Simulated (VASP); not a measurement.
A run of VASP 6.6.1 is set up as follows.

INCAR

```
ALGO = Normal
EDIFF = 1E-7
ENCUT = 520
GGA = CA
ISIF = 2
ISMEAR = -1
LASPH = T
LCHARG = F
LREAL = F
LWAVE = F
NBANDS = 25
NELM = 80
PREC = Accurate
SIGMA = 0.05
```

The input KPOINTS:

```
k-points
0
Gamma
  9 9 5
```

POSCAR

```
CuO
1.0
    1.9776053960     -2.1390962088      0.0000000000
    1.9776053960      2.1390962088      0.0000000000
    0.0000000000      0.0000000000      5.1213234137
Cu O
2 2
Direct
    0.5000000000      0.0000000000      0.0000000000
    0.0000000000      0.5000000000      0.5000000000
    0.5000000000      0.5000000000      0.2500000000
    0.5000000000      0.5000000000      0.7500000000
```

Potentials or basis: VASP PAW LDA potentials, release 64 (Cu, O).

Run with:

```bash
$ cat potpaw_LDA.64/Cu/POTCAR potpaw_LDA.64/O/POTCAR > POTCAR
$ mpirun -np 1 vasp_std > vasp.out
```

Question: Estimate the pressure.

Answer: -8.5 GPa.

Question: What does it give for the band gap on the k mesh?

Answer: Zero (bands 17 and 18 overlap by 0.89 eV).

Stress tensor (GPa, compression positive):
```
 -6.69   0.00   0.00
  0.00  -8.56   0.00
  0.00   0.00 -10.19
```

Caveat: the cell stands under tension; semilocal functionals often make such compounds metallic where correlation or magnetic order opens a gap, which also shifts bond lengths. With open d or f shells a metallic result of LDA can be an artefact of self-interaction; +U or a hybrid may open a gap.
